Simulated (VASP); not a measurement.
Wanted: the native input for a VASP 6.6.1 run.

```
Task                   : single point
Functional             : PBE
Potentials or basis    : VASP PAW PBE potentials, release 64 (Re_sv_GW)
Cutoff                 : 560 eV
k mesh                 : 16 × 16 × 16
Occupations            : fermi-dirac, width 0.1 eV
Spin                   : no spin polarisation
Dipole correction      : no
Further INCAR settings : ALGO = Normal; EDIFF = 1e-06; NBANDS = 22
```

The structure of Re lies in POSCAR:

```
Re
1.0
    0.0000000000      2.7080802198      2.7080802198
    2.7080802198      0.0000000000      2.7080802198
    2.7080802198      2.7080802198      0.0000000000
Re
2
Direct
    0.1250000000      0.1250000000      0.1250000000
    0.8750000000      0.8750000000      0.8750000000
```

This isn't the form of Re at room conditions, which is hcp.

The input as run:

INCAR

```
SYSTEM = Re
PREC     = Accurate       ! precision mode
ENCUT    = 560            ! plane-wave cutoff, eV
EDIFF    = 1E-6           ! SCF threshold, eV
ISMEAR   = -1             ! smearing method
SIGMA    = 0.1            ! smearing width, eV
LREAL    = .FALSE.        ! projectors in reciprocal space
LASPH    = .TRUE.         ! aspherical terms in the spheres
NELM     = 120            ! most SCF steps
ALGO     = Normal         ! electronic algorithm
ISIF     = 2              ! what is computed and relaxed
LWAVE    = .FALSE.        ! write WAVECAR
LCHARG   = .FALSE.        ! write CHGCAR
GGA      = PE             ! functional
NBANDS   = 22             ! bands
GGA_COMPAT= .FALSE.
```

KPOINTS

```
Automatic mesh
0
G
  16 16 16
  0 0 0
```

Potentials or basis: VASP PAW PBE potentials, release 64 (Re_sv_GW).

Launch:

```sh
$ cat potpaw_PBE.64/Re_sv_GW/POTCAR > POTCAR
$ mpirun -np 1 vasp_std > vasp.out
```

It gave:

* Pressure: 28.8 GPa
* Band gap on the k mesh: zero (bands 15 and 16 overlap by 1.63 eV)

Caveat: the cell stands under pressure; spin-orbit coupling is left out, which moves the levels of the heavy elements.

It took 110 s on 1 thread of Intel(R) Xeon(R) Platinum 8259CL CPU @ 2.50GHz (Skylake/Cascade Lake), on a shared host, peak memory 0.26 GiB.
